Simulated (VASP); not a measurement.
La: relaxation of cell and atoms with PBE

Crystal: La.

```
La
1.0
     3.67858    0.00000    0.00000
    -1.22619    3.46820    0.00000
    -1.22619   -1.73410    3.00355
La
1
Direct
  0.00000 0.00000 0.00000
```

```
Program                : VASP 6.6.1
Task                   : relaxation of cell and atoms
Functional             : PBE
Potentials or basis    : VASP PAW PBE potentials, release 64 (La)
Cutoff                 : 500 eV
k mesh                 : 7 × 7 × 7
Occupations            : gaussian, width 0.05 eV
Spin                   : no spin polarisation
Target pressure        : 20 GPa
Dipole correction      : no
Further INCAR settings : ALGO = Normal; EDIFF = 1e-07; IBRION = 2; EDIFFG = -0.03; NSW = 60; ISIF = 3
```

- Relaxed volume: 25.13 Å³/atom
- Relaxed cell: a = 3.196 Å, b = 3.196 Å, c = 3.196 Å, α = 109.47°, β = 109.47°, γ = 109.47°
- Space group after relaxing (to 0.05 Å): Im-3m (No. 229)
- Energy change on relaxing (the enthalpy is what falls): +596.5 meV/atom
- Ionic steps: 4
- Pressure after relaxing: 19.9 GPa

The path:
```csv
step,energy change (eV),largest force (eV/Å),pressure (GPa),volume (Å³)
1,0.0000,0.0000,-0.41,38.32
2,2.6675,0.0000,89.36,17.12
3,0.5693,0.0000,19.12,25.35
4,0.5965,0.0000,19.85,25.13
```

Final structure:
```
La
1.0
     3.19578    0.00000    0.00000
    -1.06526    3.01301    0.00000
    -1.06526   -1.50651    2.60934
La
1
Direct
  0.00000 0.00000 0.00000
```

Levels at points of the mesh, in eV from the Fermi level:
```
           k point  band 2  band 3  band 4  band 5  band 6  band 7  band 8  band 9
(0.00, 0.00, 0.00)  -14.32  -14.32  -14.32   -2.12    1.82    1.82    1.82    1.86
```

Wall time 78 s on 1 thread of Intel Xeon 8259CL (shared host), peak memory 0.18 GiB.

Caveat: the cell is relaxed towards a set pressure, so the enthalpy falls and the energy may rise; the volume moved by over 15 % at a fixed basis, so the end points are rough; spin-orbit coupling is left out, which moves the levels of the heavy elements.
